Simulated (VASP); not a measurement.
Here is a VASP 6.6.1 calculation.

INCAR

```
ALGO     = Normal         # electronic algorithm
EDIFF    = 1E-7           # SCF threshold, eV
ENCUT    = 520            # plane-wave cutoff, eV
GGA      = PE             # functional
ISIF     = 2              # what is computed and relaxed
ISMEAR   = 0              # smearing method
LASPH    = True           # aspherical terms in the spheres
LCHARG   = True           # write CHGCAR
LELF     = True           # ELF
LREAL    = False          # projectors in reciprocal space
LVHAR    = True         
LWAVE    = False          # write WAVECAR
NBANDS   = 26             # bands
NELM     = 100            # most SCF steps
PREC     = Accurate       # precision mode
SIGMA    = 0.1            # smearing width, eV
```

KPOINTS

```
k-points
0
Gamma
  6 6 6
```

File POSCAR:

```
InTe4
1.0
    6.4493817288      0.0000000000      0.0000000000
   -3.2246908644      5.5853284158      0.0000000000
    0.0000000000      0.0000000000      6.1725741692
In Te
1 4
Direct
    0.0000000000      0.0000000000      0.5000000000
    0.5000000000      0.0000000000      0.0000000000
    0.0000000000      0.5000000000      0.0000000000
    0.5000000000      0.5000000000      0.0000000000
    0.0000000000      0.0000000000      0.0000000000
```

Potentials or basis: VASP PAW PBE potentials, release 64 (In_d, Te).

Launch:

```console
$ cat potpaw_PBE.64/In_d/POTCAR potpaw_PBE.64/Te/POTCAR > POTCAR
$ mpirun -np 1 vasp_std > vasp.out
```

Task: Predict the pressure.

Result: 0.0 GPa.

Task: Predict the band gap on the k mesh.

Result: Zero (an odd number of electrons rules out a gap without spin polarisation).

Caveat: spin-orbit coupling is left out, which moves the levels of the heavy elements.
